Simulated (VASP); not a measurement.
# SiNi3 (Pm-3m) in VASP: notebook

Aim: see how the results for SiNi3 move with the level of theory and the settings. Levels: PBE, r2SCAN. Tasks: single point.

All numbers are computed with VASP 6.6.1; they aren't measurements. Logs are shortened: lines on timing, memory, paths and dates and some standing lists are left out, and cuts for length are marked.

### Step 1. The cell of the first run

It takes space group Pm-3m (No. 221, cubic). Conventional cell: a = 3.465 Å, b = 3.465 Å, c = 3.465 Å, α = 90.00°, β = 90.00°, γ = 90.00°. Si (site symmetry m-3m) has 12 Ni at 2.45 Å within 3.2 Å. Within 3.2 Å of Ni (site symmetry 4/mmm) lie 4 Si at 2.45 Å and 8 Ni at 2.45 Å.

### Step 2. Single point, PBE

Input file INCAR:

```
ALGO = Normal ; EDIFF = 1E-6
ENCUT = 520 ; GGA = PE
ISIF = 2 ; ISMEAR = -1
LASPH = True ; LCHARG = False
LREAL = False ; LWAVE = False
NBANDS = 25 ; NELM = 80
PREC = Accurate ; SIGMA = 0.02
```

Input file KPOINTS:

```
k-points
0
Gamma
  8 8 8
```

Input file POSCAR:

```
SiNi3
1.0
    3.4647829030      0.0000000000      0.0000000000
    0.0000000000      3.4647829030      0.0000000000
    0.0000000000      0.0000000000      3.4647829030
Si Ni
1 3
Direct
    0.0000000000      0.0000000000      0.0000000000
    0.0000000000      0.5000000000      0.5000000000
    0.5000000000      0.0000000000      0.5000000000
    0.5000000000      0.5000000000      0.0000000000
```

Potentials or basis: VASP PAW PBE potentials, release 64 (Si, Ni).

Run with:

```console
cat potpaw_PBE.64/Si/POTCAR potpaw_PBE.64/Ni/POTCAR > POTCAR
mpirun -np 1 vasp_std > vasp.out
```

OUTCAR:

```text
EDIFF = 1E-6
   ENCUT = 520
   GGA = PE
   ISIF = 2
   ISMEAR = -1
   LASPH = True
   LREAL = False
   NELM = 80
   PREC = Accurate

 ion  position               nearest neighbor table
   1  0.000  0.000  0.000-   2 2.45   3 2.45   4 2.45   2 2.45   3 2.45   2 2.45   4 2.45   2 2.45
                             3 2.45   4 2.45   3 2.45   4 2.45
   2  0.000  0.500  0.500-   1 2.45   3 2.45   4 2.45   1 2.45   4 2.45   1 2.45   3 2.45   1 2.45
                             3 2.45   4 2.45   4 2.45   3 2.45
   3  0.500  0.000  0.500-   1 2.45   2 2.45   4 2.45   1 2.45   4 2.45   2 2.45   4 2.45   4 2.45
                             1 2.45   2 2.45   1 2.45   2 2.45
   4  0.500  0.500  0.000-   1 2.45   2 2.45   3 2.45   2 2.45   3 2.45   1 2.45   3 2.45   3 2.45
                             1 2.45   2 2.45   2 2.45   1 2.45

  LATTYP: Found a simple cubic cell.
 ALAT       =     3.4647829030

  Lattice vectors:

 A1 = (   3.4647829030,   0.0000000000,   0.0000000000)
 A2 = (   0.0000000000,   3.4647829030,   0.0000000000)
 A3 = (   0.0000000000,   0.0000000000,   3.4647829030)

Analysis of symmetry for initial positions (statically):
=====================================================================
 Subroutine PRICEL returns:
 Original cell was already a primitive cell.

 Routine SETGRP: Setting up the symmetry group for a
 simple cubic supercell.

 Subroutine GETGRP returns: Found 48 space group operations
 (whereof 48 operations were pure point group operations)
 out of a pool of 48 trial point group operations.

The static configuration has the point symmetry O_h .

Analysis of symmetry for dynamics (positions and initial velocities):
=====================================================================
 Subroutine PRICEL returns:
 Original cell was already a primitive cell.

 Routine SETGRP: Setting up the symmetry group for a
 simple cubic supercell.

 Subroutine GETGRP returns: Found 48 space group operations
 (whereof 48 operations were pure point group operations)
 out of a pool of 48 trial point group operations.

The dynamic configuration has the point symmetry O_h .

 Subroutine INISYM returns: Found 48 space group operations
 (whereof 48 operations are pure point group operations),
 and found     1 'primitive' translations

----------------------------------------------------------------------------------------

                                     Primitive cell

  volume of cell :      41.5938

  direct lattice vectors                    reciprocal lattice vectors
     3.464782903  0.000000000  0.000000000     0.288618372  0.000000000  0.000000000
     0.000000000  3.464782903  0.000000000     0.000000000  0.288618372  0.000000000
     0.000000000  0.000000000  3.464782903     0.000000000  0.000000000  0.288618372

  length of vectors
     3.464782903  3.464782903  3.464782903     0.288618372  0.288618372  0.288618372

  position of ions in fractional coordinates (direct lattice)
     0.000000000  0.000000000  0.000000000
     0.000000000  0.500000000  0.500000000
     0.500000000  0.000000000  0.500000000
     0.500000000  0.500000000  0.000000000

  ion indices of the primitive-cell ions
   primitive index   ion index
                 1           1
                 2           2
                 3           3
                 4           4

----------------------------------------------------------------------------------------

 KPOINTS: k-points

Automatic generation of k-mesh.
 Grid dimensions read from file:
 generate k-points for:    8    8    8

 Generating k-lattice:

  Cartesian coordinates                     Fractional coordinates (reciprocal lattice)
     0.036077296  0.000000000  0.000000000     0.125000000  0.000000000  0.000000000
     0.000000000  0.036077296  0.000000000     0.000000000  0.125000000  0.000000000
     0.000000000  0.000000000  0.036077296     0.000000000  0.000000000  0.125000000

  Length of vectors
     0.036077296  0.036077296  0.036077296

  Shift w.r.t. Gamma in fractional coordinates (k-lattice)
     0.000000000  0.000000000  0.000000000

 Subroutine IBZKPT returns following result:
 ===========================================

 Found     35 irreducible k-points:

 Following reciprocal coordinates:
            Coordinates               Weight
  0.000000  0.000000  0.000000      1.000000
  0.125000  0.000000  0.000000      6.000000
  0.250000  0.000000  0.000000      6.000000
  0.375000  0.000000  0.000000      6.000000
  0.500000  0.000000  0.000000      3.000000
  0.125000  0.125000  0.000000     12.000000
[... 16 lines left out ...]
  0.375000  0.375000  0.125000     24.000000
  0.500000  0.375000  0.125000     24.000000
 [... further k-points ...]
   k-points           NKPTS =     35   k-points in BZ     NKDIM =     35   number of bands    NBANDS=     25
   number of dos      NEDOS =    301   number of ions     NIONS =      4
   total plane-waves  NPLWV =  21952
   dimension x,y,z NGX =    28 NGY =   28 NGZ =   28
   dimension x,y,z NGXF=    56 NGYF=   56 NGZF=   56
   ions per type =               1   3
   NGX,Y,Z   is equivalent  to a cutoff of  13.43, 13.43, 13.43 a.u.
   NGXF,Y,Z  is equivalent  to a cutoff of  26.87, 26.87, 26.87 a.u.
 SYSTEM =  unknown system
   PREC   = accura    normal or accurate (medium, high low for compatibility)
   ISTART =      0    job   : 0-new  1-cont  2-samecut
   ICHARG =      2    charge: 1-file 2-atom 10-const
   ISPIN  =      1    spin polarized calculation?
   LNONCOLLINEAR =      F non collinear calculations
   LSORBIT =      F    spin-orbit coupling
   LASPH  =      T    aspherical Exc in radial PAW
   ENCUT  =  520.0 eV  38.22 Ry    6.18 a.u.   6.44  6.44  6.44*2*pi/ulx,y,z
   NELM   =     80;   NELMIN=  2; NELMDL= -5     # of ELM steps
   EDIFF  = 0.1E-05   stopping-criterion for ELM
   LREAL  =      F    real-space projection
   EDIFFG = 0.1E-04   stopping-criterion for IOM
   NSW    =      0    number of steps for IOM
   IBRION =     -1    ionic relax: 0-MD 1-quasi-New 2-CG
   NFREE  =      0    steps in history (QN), initial steepest desc. (CG)
   ISIF   =      2    stress and relaxation
   ISYM   =      2    0-nonsym 1-usesym 2-fastsym
   POTIM  = 0.5000    time-step for ionic-motion
   TEBEG  =    0.0;   TEEND  =   0.0 temperature during run
   PSTRESS=    0.0 pullay stress
   NELECT =      34.0000    total number of electrons
   NUPDOWN=      -1.0000    fix difference up-down
   EMIN   =  10.00;   EMAX   =-10.00  energy-range for DOS
   EFERMI =   0.00;   METHOD = LEGACY
   ISMEAR =    -1;   SIGMA  =   0.02  broadening in eV -4-tet -1-fermi 0-gaus
   EFERMI_NEDOS =   21; number of points for ismear=-14 and -15
   IALGO  =     38    algorithm
   IMIX   =      4    mixing-type and parameters
     AMIX     =   0.40;   BMIX     =  1.00
     AMIX_MAG =   1.60;   BMIX_MAG =  1.00
  volume/ion in A,a.u.               =      10.40        70.17
  Fermi-wavevector in a.u.,A,eV,Ry     =   1.530706  2.892615 31.879277  2.343061
  Thomas-Fermi vector in A             =   2.638152
   LORBIT       =      0    0 simple, 1 ext, 2 COOP (PROOUT), +10 PAW based schemes
   GGA     = PE    functional components
   LHFCALC =     F    Hartree Fock is set to
   AEXX    =    0.0000 exact exchange contribution
   IVDW    =     0    specifies the selected vdW correction
   LEPSILON=     F    determine dielectric tensor
   LRPA    =     F    only Hartree local field effects (RPA)
 non-spin polarized calculation
  energy-cutoff  :      520.00
  volume of cell :       41.59
 maximum number of plane-waves:      1141
 NGX is ok and might be reduce to    28
   NGX = 13   NGY = 13   NGZ = 13

 number of electron      33.9999971 magnetization

 Free energy of the ion-electron system (eV)
  ---------------------------------------------------
  ext. energy  EPLUGINS =         0.00000000
  ---------------------------------------------------
  free energy    TOTEN  =       -23.64279304 eV

  energy without entropy =      -23.64035518  energy(sigma->0) =      -23.64157411

 E-fermi :  11.1949     XC(G=0): -13.2948

 val. band max:       11.1396447390   @ k =   0.1250   0.1250   0.0000
 cond. band min:      11.2121521098   @ k =   0.5000   0.3750   0.3750
 fundamental gap:      0.0725073708
 Fermi energy:        11.1948742728

 k-point     1 :       0.0000    0.0000    0.0000
  band No.  band energies     occupation
      1      -1.0142      2.00000
      2       6.0984      2.00000
      3       6.9309      2.00000
      4       6.9309      2.00000
      5       7.4762      2.00000
      6       7.4762      2.00000
[... 17 lines left out ...]
     24      22.0381      0.00000
     25      22.0381      0.00000

 k-point     2 :       0.1250    0.0000    0.0000
  band No.  band energies     occupation
      1      -0.8263      2.00000
      2       6.1172      2.00000
      3       6.6865      2.00000
      4       7.0647      2.00000
      5       7.4612      2.00000
      6       7.4612      2.00000
[... 17 lines left out ...]
     24      21.3786      0.00000
     25      21.6227      0.00000

 k-point     3 :       0.2500    0.0000    0.0000
  band No.  band energies     occupation
      1      -0.2814      2.00000
      2       5.3911      2.00000
      3       6.6526      2.00000
      4       7.4018      2.00000
      5       7.4018      2.00000
      6       7.4308      2.00000
[... 552 lines left out ...]
 k-point    23 :       0.3750    0.3750    0.1250
  band No.  band energies     occupation
      1       1.9482      2.00000
      2       5.1012      2.00000
      3       5.3221      2.00000
      4       7.0652      2.00000
      5       7.5331      2.00000
      6       8.0259      2.00000
[... 17 lines left out ...]
     24      21.5782      0.00000
     25      23.3494      0.00000

 k-point    24 :       0.5000    0.3750    0.1250
  band No.  band energies     occupation
      1       2.3474      2.00000
      2       4.6880      2.00000
      3       5.4573      2.00000
      4       7.0818      2.00000
      5       7.4683      2.00000
      6       8.1572      2.00000
[... 17 lines left out ...]
     24      20.8694      0.00000
     25      23.4273      0.00000

 [... further k-points ...]

------------------------ aborting loop because EDIFF is reached ----------------------------------------

  FORCE on cell =-STRESS in cart. coord.  units (eV):
  Direction    XX          YY          ZZ          XY          YZ          ZX
  --------------------------------------------------------------------------------------
  -------------------------------------------------------------------------------------
  Total        2.1380266      2.1380266      2.1380266     -0.0000000     -0.0000000      0.0000000
  in kB       82.3560696     82.3560696     82.3560696     -0.0000000     -0.0000000      0.0000000
  external PRESSURE =      82.3560696 kB  Pullay stress =       0.0000000 kB

 VOLUME and BASIS-vectors are now :
 -----------------------------------------------------------------------------
  energy-cutoff  :      520.00
  volume of cell :       41.59
      direct lattice vectors                 reciprocal lattice vectors
     3.464782903  0.000000000  0.000000000     0.288618372  0.000000000  0.000000000
     0.000000000  3.464782903  0.000000000     0.000000000  0.288618372  0.000000000
     0.000000000  0.000000000  3.464782903     0.000000000  0.000000000  0.288618372

 POSITION                                       TOTAL-FORCE (eV/Angst)
 -----------------------------------------------------------------------------------
      0.00000      0.00000      0.00000         0.000000      0.000000      0.000000
      0.00000      1.73239      1.73239         0.000000      0.000000      0.000000
      1.73239      0.00000      1.73239         0.000000      0.000000      0.000000
      1.73239      1.73239      0.00000         0.000000      0.000000      0.000000
 -----------------------------------------------------------------------------------
    total drift:                                0.000000      0.000000      0.000000

  FREE ENERGIE OF THE ION-ELECTRON SYSTEM (eV)
  ---------------------------------------------------
  free  energy   TOTEN  =       -23.6427930437 eV

  energy  without entropy=      -23.6403551826  energy(sigma->0) =      -23.64157411
```

Wall time 62 s (1 thread of Intel Xeon 8259CL, shared host); peak memory 0.17 GiB.

What came out:

```
Free energy            : -23.6428 eV
Pressure               : 8.2 GPa
Band gap on the k mesh : zero (bands 17 and 18 overlap by 0.25 eV)
```

Caveat: the cell stands under pressure. Spin polarisation is off, so any magnetic state and its effect on volume and gap are missing.

[end of part 1 of 2]

The gap in the log of VASP goes by the Fermi energy; the results here count the filled bands.